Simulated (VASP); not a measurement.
Runs of VASP 6.6.1 on BP. The structure is that of space group F-43m (No. 216), or close to it. The cells are those of the table. 

```csv
cell,gap on the mesh (eV),pressure (GPa)
"atoms relaxed from a = 3.250 Å, angles 60.0°, 2 atoms",1.50,-6.6
"atoms relaxed from a = 3.164 Å, angles 60.0°, 2 atoms",(a),6.9
"atoms relaxed from a = 3.271 Å, angles 60.0°, 2 atoms",1.52,-9.3
"atoms relaxed from a = 3.208 Å, angles 60.0°, 2 atoms",1.45,-0.5
"atoms relaxed from a = 3.229 Å, angles 60.0°, 2 atoms",1.47,-3.7
"atoms relaxed from a = 3.186 Å, angles 60.0°, 2 atoms",(b),3.0
```

Alike in all rows: task relaxation of the atoms; level r2SCAN; potentials or basis VASP PAW PBE potentials, release 64 (B, P); no spin polarisation; k mesh 10 × 10 × 10; cutoff (eV) 520; smearing fermi-dirac 0.02 eV.

Problem. Estimate the missing entries.

Solution. (a) 1.39; (b) 1.42.

Caveats: the relaxation stopped at its first step, so nothing moved; the PAW data sets were made with another functional, which shifts forces and pressure a little.

A k mesh can miss the band edges.
